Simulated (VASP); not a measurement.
Here is a VASP 6.6.1 calculation.

Contents of INCAR:

```
PREC     = Accurate       # precision mode
ENCUT    = 520            # plane-wave cutoff, eV
EDIFF    = 1E-6           # SCF threshold, eV
ISMEAR   = 0              # smearing method
SIGMA    = 0.1            # smearing width, eV
LREAL    = False          # projectors in reciprocal space
LASPH    = True           # aspherical terms in the spheres
NELM     = 150            # most SCF steps
ALGO     = Normal         # electronic algorithm
ISIF     = 2              # what is computed and relaxed
LWAVE    = False          # write WAVECAR
LCHARG   = True           # write CHGCAR
ISPIN    = 2              # spin polarisation
MAGMOM   = 2 1 0 0 0 0    # initial moments
LORBIT   = 11             # projections on sites
LMAXMIX  = 4              # l up to which the mixer works
GGA      = PE             # functional
LELF     = True           # ELF
LVHAR    = True         
NBANDS   = 38             # bands
```

KPOINTS

```
Automatic mesh
0
Gamma
  6 6 2
```

File POSCAR:

```
VMoS4
1.0
    3.1785953294      0.0000000028      0.0000000000
   -1.5892976671      2.7527443022      0.0000000000
    0.0000000000      0.0000000000     13.9779028499
V Mo S
1 1 4
Direct
    0.6666666667      0.3333333333      0.0000000000
    0.3333333333      0.6666666667      0.5000000000
    0.6666666667      0.3333333333      0.3880916988
    0.3333333333      0.6666666667      0.1064474649
    0.6666666667      0.3333333333      0.6119083012
    0.3333333333      0.6666666667      0.8935525351
```

Potentials or basis: VASP PAW PBE potentials, release 64 (V_sv, Mo_sv, S).

Command:

```sh
$ cat potpaw_PBE.64/V_sv/POTCAR potpaw_PBE.64/Mo_sv/POTCAR potpaw_PBE.64/S/POTCAR > POTCAR
$ mpirun -np 1 vasp_std > vasp.out
```

(1) Predict the site moments.

(2) Estimate the largest force.

Results:

(1) V +0.87; Mo -0.00; S -0.00, -0.04 (each value once) μB.

(2) 0.018 eV/Å.

Caveat: the k points lie up to 0.38 Å⁻¹ apart.
